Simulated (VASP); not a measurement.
A run of VASP 6.6.1 is set up as follows.

Contents of INCAR:

```
SYSTEM = C
  PREC = Accurate
  ENCUT = 520
  EDIFF = 1E-6
  ISMEAR = 0
  SIGMA = 0.05
  LREAL = .FALSE.
  LASPH = .TRUE.
  NELM = 100
  ALGO = Normal
  ISIF = 2
  LWAVE = .FALSE.
  LCHARG = .TRUE.
  GGA = PE
  LELF = .TRUE.
  LVHAR = .TRUE.
  NBANDS = 36
```

File KPOINTS:

```
regular mesh
0
G
  12 12 2
  0 0 0
```

POSCAR

```
C
1.0
    2.5457512053      0.0462520145      0.0462520145
   -1.2328201831      2.1815592083      0.0169294123
    0.2280742143      0.2280742143     12.5534036215
C
12
Direct
    0.0000000000      0.0000000000      0.1868593266
    0.0000000000      0.0000000000      0.6868593266
    0.0000000000      0.0000000000      0.3131406734
    0.0000000000      0.0000000000      0.8131406734
    0.3333333333      0.6666666667      0.5207665411
    0.6666666667      0.3333333333      0.0207665411
    0.3333333333      0.6666666667      0.9792334589
    0.6666666667      0.3333333333      0.4792334589
    0.3333333333      0.6666666667      0.6450950823
    0.6666666667      0.3333333333      0.1450950823
    0.3333333333      0.6666666667      0.8549049177
    0.6666666667      0.3333333333      0.3549049177
```

Potentials or basis: VASP PAW PBE potentials, release 64 (C).

Launch:

```sh
$ cat potpaw_PBE.64/C/POTCAR > POTCAR
$ mpirun -np 1 vasp_std > vasp.out
```

Task: Estimate the band gap on the k mesh.

Result: 3.74 eV (least direct gap 4.64 eV).

Task: What does it give for the largest force?

Result: 0.112 eV/Å.

Forces on the atoms (eV/Å):
```
C   -0.031 -0.084 -0.011
C   -0.088 -0.028  0.063
C    0.088  0.028 -0.063
C    0.031  0.084  0.011
C   -0.046  0.019  0.069
C    0.020 -0.037  0.010
C   -0.020  0.037 -0.010
C    0.046 -0.019 -0.069
C    0.038 -0.018 -0.055
C   -0.011  0.037  0.003
C    0.011 -0.037 -0.003
C   -0.038  0.018  0.055
```

Caveat: the cell stands under tension. A k mesh can miss the band edges.
